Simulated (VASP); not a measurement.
# Si16Ge (a cell with a defect) in VASP: single point with PBE

Aim: the single point of Si16Ge (a cell with a defect) with PBE.

All numbers are computed with VASP 6.6.1; they aren't measurements. Logs are shortened: lines on timing, memory, paths and dates and some standing lists are left out, and cuts for length are marked.

## (1) The cell of the first run

The cell holds a defect, 17 atoms: a = 7.679 Å, b = 7.679 Å, c = 7.679 Å, α = 60.00°, β = 60.00°, γ = 60.00°.

## (2) Single point, PBE

Input file INCAR:

```
  PREC = Accurate
  ENCUT = 520
  EDIFF = 1E-7
  ISMEAR = -1
  SIGMA = 0.02
  LREAL = Auto
  LASPH = T
  NELM = 80
  ALGO = Normal
  ISIF = 2
  LWAVE = F
  LCHARG = T
  GGA = PE
  LELF = T
  LVHAR = T
  NBANDS = 53
```

Input file KPOINTS:

```
Automatic mesh
0
Gamma
  2 2 2
```

Input file POSCAR:

```
Si16Ge
1.0
    0.0000000000      5.4300000000      5.4300000000
    5.4300000000      0.0000000000      5.4300000000
    5.4300000000      5.4300000000      0.0000000000
Si Ge
16 1
Direct
    0.0040145757     -0.0047914067      0.0050348939
    0.1237916499      0.1271156092      0.1245619220
    0.0040175778     -0.0047860846      0.4957763954
    0.1357284047      0.1208768024      0.6217128716
   -0.0003413515      0.4997987343      0.0002837554
    0.1238684282      0.6240289119      0.1246081367
    0.0040048726      0.5041872888      0.4959182925
    0.1238719897      0.6240323162      0.6275147819
    0.4950482498     -0.0047924868      0.0048951471
    0.6207992014      0.1209135791      0.1372441492
    0.4990568778     -0.0006399059      0.5008328799
    0.6208096218      0.1209315248      0.6210847599
    0.4950418152      0.5041915828      0.0050304079
    0.6269920533      0.6239381096      0.1245506790
    0.4950453414      0.5041963260      0.4957690850
    0.6207110768      0.6359878278      0.6216623285
    0.7490665155      0.2493254710      0.7508533140
```

Potentials or basis: VASP PAW PBE potentials, release 64 (Si, Ge_d).

The run is started by

```sh
$ cat potpaw_PBE.64/Si/POTCAR potpaw_PBE.64/Ge_d/POTCAR > POTCAR
$ mpirun -np 1 vasp_std > vasp.out
```

OUTCAR:

```text
PREC = Accurate
   ENCUT = 520
   EDIFF = 1E-7
   ISMEAR = -1
   LREAL = Auto
   LASPH = T
   NELM = 80
   ISIF = 2
   GGA = PE

 ion  position               nearest neighbor table
   1  0.004  0.995  0.005-   6 2.33   2 2.33  10 2.40   4 2.40  17 2.76
   2  0.124  0.127  0.125-   1 2.33   3 2.33   9 2.33   5 2.34
   3  0.004  0.995  0.496-   8 2.33   2 2.33  12 2.40   4 2.40  17 2.76
   4  0.136  0.121  0.622-  11 2.28   3 2.40   7 2.40   1 2.40  17 2.42
   5  1.000  0.500  0.000-  14 2.34   2 2.34   6 2.34   8 2.34
   6  0.124  0.624  0.125-  13 2.33   1 2.33   7 2.33   5 2.34
   7  0.004  0.504  0.496-   8 2.33   6 2.33  16 2.40   4 2.40  17 2.77
   8  0.124  0.624  0.628-  15 2.33   3 2.33   7 2.33   5 2.34
   9  0.495  0.995  0.005-   2 2.33  14 2.33  10 2.41  12 2.41  17 2.76
  10  0.621  0.121  0.137-  11 2.28   1 2.40  13 2.40   9 2.41  17 2.42
  11  0.499  0.999  0.501-   4 2.28  16 2.28  12 2.28  10 2.28
  12  0.621  0.121  0.621-  11 2.28   3 2.40  15 2.40   9 2.41  17 2.42
  13  0.495  0.504  0.005-   6 2.33  14 2.33  10 2.40  16 2.40  17 2.76
  14  0.627  0.624  0.125-  13 2.33  15 2.33   9 2.33   5 2.34
  15  0.495  0.504  0.496-   8 2.33  14 2.33  12 2.40  16 2.40  17 2.76
  16  0.621  0.636  0.622-  11 2.28   7 2.40  15 2.40  13 2.40  17 2.42
  17  0.749  0.249  0.751-  10 2.42  12 2.42   4 2.42  16 2.42   9 2.76  13 2.76  15 2.76   1 2.76
                             3 2.76   7 2.77

  LATTYP: Found a face centered cubic cell.
 ALAT       =    10.8600000000

  Lattice vectors:

 A1 = (   0.0000000000,   5.4300000000,   5.4300000000)
 A2 = (   5.4300000000,   0.0000000000,   5.4300000000)
 A3 = (   5.4300000000,   5.4300000000,   0.0000000000)

Analysis of symmetry for initial positions (statically):
=====================================================================
 Subroutine PRICEL returns:
 Original cell was already a primitive cell.

 Routine SETGRP: Setting up the symmetry group for a
 face centered cubic supercell.

 Subroutine GETGRP returns: Found  1 space group operations
 (whereof  1 operations were pure point group operations)
 out of a pool of 48 trial point group operations.

The static configuration has the point symmetry C_1 .

Analysis of symmetry for dynamics (positions and initial velocities):
=====================================================================
 Subroutine PRICEL returns:
 Original cell was already a primitive cell.

 Routine SETGRP: Setting up the symmetry group for a
 face centered cubic supercell.

 Subroutine GETGRP returns: Found  1 space group operations
 (whereof  1 operations were pure point group operations)
 out of a pool of 48 trial point group operations.

The dynamic configuration has the point symmetry C_1 .

 Subroutine INISYM returns: Found  1 space group operations
 (whereof  1 operations are pure point group operations),
 and found     1 'primitive' translations

----------------------------------------------------------------------------------------

                                     Primitive cell

  volume of cell :     320.2060

  direct lattice vectors                    reciprocal lattice vectors
     0.000000000  5.430000000  5.430000000    -0.092081031  0.092081031  0.092081031
     5.430000000  0.000000000  5.430000000     0.092081031 -0.092081031  0.092081031
     5.430000000  5.430000000  0.000000000     0.092081031  0.092081031 -0.092081031

  length of vectors
     7.679179644  7.679179644  7.679179644     0.159489025  0.159489025  0.159489025

  position of ions in fractional coordinates (direct lattice)
     0.004014576  0.995208593  0.005034894
     0.123791650  0.127115609  0.124561922
     0.004017578  0.995213915  0.495776395
     0.135728405  0.120876802  0.621712872
     0.999658649  0.499798734  0.000283755
     0.123868428  0.624028912  0.124608137
[... 9 lines left out ...]
     0.620711077  0.635987828  0.621662329
     0.749066515  0.249325471  0.750853314

  ion indices of the primitive-cell ions
   primitive index   ion index
                 1           1
                 2           2
                 3           3
                 4           4
                 5           5
                 6           6
[... 9 lines left out ...]
                16          16
                17          17

----------------------------------------------------------------------------------------

 KPOINTS: Automatic mesh

Automatic generation of k-mesh.
 Grid dimensions read from file:
 generate k-points for:    2    2    2

 Generating k-lattice:

  Cartesian coordinates                     Fractional coordinates (reciprocal lattice)
    -0.046040516  0.046040516  0.046040516     0.500000000  0.000000000  0.000000000
     0.046040516 -0.046040516  0.046040516     0.000000000  0.500000000  0.000000000
     0.046040516  0.046040516 -0.046040516     0.000000000  0.000000000  0.500000000

  Length of vectors
     0.079744512  0.079744512  0.079744512

  Shift w.r.t. Gamma in fractional coordinates (k-lattice)
     0.000000000  0.000000000  0.000000000

 Subroutine IBZKPT returns following result:
 ===========================================

 Found      8 irreducible k-points:

 Following reciprocal coordinates:
            Coordinates               Weight
  0.000000  0.000000  0.000000      1.000000
  0.500000  0.000000  0.000000      1.000000
  0.000000  0.500000  0.000000      1.000000
  0.000000  0.000000  0.500000      1.000000
  0.500000  0.500000  0.500000      1.000000
  0.500000  0.500000  0.000000      1.000000
  0.000000  0.500000  0.500000      1.000000
  0.500000  0.000000  0.500000      1.000000
   k-points           NKPTS =      8   k-points in BZ     NKDIM =      8   number of bands    NBANDS=     53
   number of dos      NEDOS =    301   number of ions     NIONS =     17
   total plane-waves  NPLWV = 216000
   dimension x,y,z NGX =    60 NGY =   60 NGZ =   60
   dimension x,y,z NGXF=   120 NGYF=  120 NGZF=  120
   ions per type =              16   1
   NGX,Y,Z   is equivalent  to a cutoff of  12.99, 12.99, 12.99 a.u.
   NGXF,Y,Z  is equivalent  to a cutoff of  25.98, 25.98, 25.98 a.u.
 SYSTEM =  unknown system
   PREC   = accura    normal or accurate (medium, high low for compatibility)
   ISTART =      0    job   : 0-new  1-cont  2-samecut
   ICHARG =      2    charge: 1-file 2-atom 10-const
   ISPIN  =      1    spin polarized calculation?
   LNONCOLLINEAR =      F non collinear calculations
   LSORBIT =      F    spin-orbit coupling
   LASPH  =      T    aspherical Exc in radial PAW
   ENCUT  =  520.0 eV  38.22 Ry    6.18 a.u.  14.28 14.28 14.28*2*pi/ulx,y,z
   NELM   =     80;   NELMIN=  2; NELMDL= -5     # of ELM steps
   EDIFF  = 0.1E-06   stopping-criterion for ELM
   LREAL  =      T    real-space projection
   EDIFFG = 0.1E-05   stopping-criterion for IOM
   NSW    =      0    number of steps for IOM
   IBRION =     -1    ionic relax: 0-MD 1-quasi-New 2-CG
   NFREE  =      0    steps in history (QN), initial steepest desc. (CG)
   ISIF   =      2    stress and relaxation
   ISYM   =      2    0-nonsym 1-usesym 2-fastsym
   POTIM  = 0.5000    time-step for ionic-motion
   TEBEG  =    0.0;   TEEND  =   0.0 temperature during run
   PSTRESS=    0.0 pullay stress
   NELECT =      78.0000    total number of electrons
   NUPDOWN=      -1.0000    fix difference up-down
   EMIN   =  10.00;   EMAX   =-10.00  energy-range for DOS
   EFERMI =   0.00;   METHOD = LEGACY
   ISMEAR =    -1;   SIGMA  =   0.02  broadening in eV -4-tet -1-fermi 0-gaus
   EFERMI_NEDOS =   21; number of points for ismear=-14 and -15
   IALGO  =     38    algorithm
   IMIX   =      4    mixing-type and parameters
     AMIX     =   0.40;   BMIX     =  1.00
     AMIX_MAG =   1.60;   BMIX_MAG =  1.00
  volume/ion in A,a.u.               =      18.84       127.11
  Fermi-wavevector in a.u.,A,eV,Ry     =   1.022421  1.932096 14.222785  1.045345
  Thomas-Fermi vector in A             =   2.156100
   LORBIT       =      0    0 simple, 1 ext, 2 COOP (PROOUT), +10 PAW based schemes
   GGA     = PE    functional components
   LHFCALC =     F    Hartree Fock is set to
   AEXX    =    0.0000 exact exchange contribution
   IVDW    =     0    specifies the selected vdW correction
   LEPSILON=     F    determine dielectric tensor
   LRPA    =     F    only Hartree local field effects (RPA)
 non-spin polarized calculation
  energy-cutoff  :      520.00
  volume of cell :      320.21
 maximum number of plane-waves:      8646
 NGX is ok and might be reduce to    60
   NGX = 29   NGY = 29   NGZ = 29

 number of electron      77.9999998 magnetization

 Free energy of the ion-electron system (eV)
  ---------------------------------------------------
  ext. energy  EPLUGINS =         0.00000000
  ---------------------------------------------------
  free energy    TOTEN  =       -86.69710226 eV

  energy without entropy =      -86.68660044  energy(sigma->0) =      -86.69185135

 E-fermi :   6.9413     XC(G=0):  -9.7496

 val. band max:        6.6810836715   @ k =   0.0000   0.0000   0.0000
 cond. band min:       6.9471612515   @ k =   0.0000   0.0000   0.0000
 fundamental gap:      0.2660775800
 Fermi energy:         6.9412599740

 k-point     1 :       0.0000    0.0000    0.0000
  band No.  band energies     occupation
      1     -18.2524      2.00000
      2     -18.2523      2.00000
      3     -18.2523      2.00000
      4     -18.2386      2.00000
      5     -18.2384      2.00000
      6      -6.5218      2.00000
[... 43 lines left out ...]
     50       8.1167      0.00000
     51       9.0742      0.00000

 k-point     2 :       0.5000    0.0000    0.0000
  band No.  band energies     occupation
      1     -18.2524      2.00000
      2     -18.2523      2.00000
      3     -18.2523      2.00000
      4     -18.2386      2.00000
      5     -18.2384      2.00000
      6      -6.1890      2.00000
[... 316 lines left out ...]
 k-point     8 :       0.5000    0.0000    0.5000
  band No.  band energies     occupation
      1     -18.2524      2.00000
      2     -18.2523      2.00000
      3     -18.2523      2.00000
      4     -18.2386      2.00000
      5     -18.2384      2.00000
      6      -6.0824      2.00000
[... 43 lines left out ...]
     50      10.3307      0.00000
     51      10.3328      0.00000
 [bands above 51 left out]

------------------------ aborting loop because EDIFF is reached ----------------------------------------

  FORCE on cell =-STRESS in cart. coord.  units (eV):
  Direction    XX          YY          ZZ          XY          YZ          ZX
  --------------------------------------------------------------------------------------
  -------------------------------------------------------------------------------------
  Total       13.3892614     13.3891533     13.3372191     -0.0460113      0.0075065     -0.0063889
  in kB       66.9942790     66.9937383     66.7338811     -0.2302213      0.0375593     -0.0319675
  external PRESSURE =      66.9072995 kB  Pullay stress =       0.0000000 kB

 VOLUME and BASIS-vectors are now :
 -----------------------------------------------------------------------------
  energy-cutoff  :      520.00
  volume of cell :      320.21
      direct lattice vectors                 reciprocal lattice vectors
     0.000000000  5.430000000  5.430000000    -0.092081031  0.092081031  0.092081031
     5.430000000  0.000000000  5.430000000     0.092081031 -0.092081031  0.092081031
     5.430000000  5.430000000  0.000000000     0.092081031  0.092081031 -0.092081031

 POSITION                                       TOTAL-FORCE (eV/Angst)
 -----------------------------------------------------------------------------------
      5.43132      0.04914      5.42578        -0.001099     -0.003857      0.004909
      1.36661      1.34856      1.36243        -0.011362      0.011466     -0.012793
      8.09608      2.71388      5.42583         0.003732      0.000640      0.004745
      4.03226      4.11291      1.39337         0.000957     -0.000405     -0.004834
      2.71545      5.42969      8.14205        -0.000895      0.000534      0.006653
      4.06510      1.34923      4.06108         0.009483      0.009782      0.005135
[... 9 lines left out ...]
      6.82904      6.74609      6.82388         0.001480     -0.001030     -0.006253
      5.43097      8.14456      5.42127         0.000082     -0.001302      0.007714
 -----------------------------------------------------------------------------------
    total drift:                                0.000493     -0.000577     -0.003030

  FREE ENERGIE OF THE ION-ELECTRON SYSTEM (eV)
  ---------------------------------------------------
  free  energy   TOTEN  =       -86.6971022634 eV

  energy  without entropy=      -86.6866004408  energy(sigma->0) =      -86.69185135
```

Wall time 3 min (1 thread of AMD EPYC 9R45 (Zen 5), shared host); peak memory 0.46 GiB.

Results:

```
Free energy            : -86.6971 eV
Pressure               : 6.7 GPa
Largest force          : 0.022 eV/Å
Band gap on the k mesh : zero (bands 39 and 40 overlap by 0.31 eV)
```

Forces in eV/Å, atoms in the order of the input:
```
Si  -0.001 -0.004  0.005
Si  -0.011  0.011 -0.013
Si   0.004  0.001  0.005
Si   0.001  0.000 -0.005
Si  -0.001  0.001  0.007
Si   0.009  0.010  0.005
Si   0.000  0.000 -0.006
Si  -0.009 -0.009  0.005
Si  -0.001  0.000  0.015
Si   0.005  0.003 -0.017
Si  -0.002  0.001  0.019
Si  -0.002 -0.005 -0.017
Si  -0.005  0.000  0.006
Si   0.012 -0.012 -0.014
Si   0.000  0.005  0.005
Si   0.001 -0.001 -0.006
Ge   0.000 -0.001  0.008
```

Levels at points of the mesh, in eV from the Fermi level:
```csv
k point,band 36,band 37,band 38,band 39,band 40,band 41,band 42,band 43
"(0.00, 0.00, 0.00)",-0.81,-0.81,-0.81,-0.27,-0.26,-0.26,0.01,0.01
"(0.50, 0.00, 0.00)",-1.53,-1.49,-1.49,-0.34,0.51,0.52,0.86,0.86
"(0.00, 0.50, 0.00)",-1.53,-1.49,-1.49,-0.34,0.51,0.52,0.86,0.86
"(0.00, 0.00, 0.50)",-1.54,-1.49,-1.49,-0.34,0.51,0.52,0.86,0.86
"(0.50, 0.50, 0.50)",-1.54,-1.49,-1.49,-0.34,0.51,0.52,0.86,0.86
"(0.50, 0.50, 0.00)",-2.09,-1.92,-1.32,0.05,0.79,1.03,1.03,1.04
"(0.00, 0.50, 0.50)",-2.10,-1.92,-1.32,0.05,0.79,1.03,1.03,1.04
"(0.50, 0.00, 0.50)",-2.10,-1.92,-1.32,0.05,0.79,1.03,1.03,1.04
```

Caveat: the k points lie up to 0.50 Å⁻¹ apart.
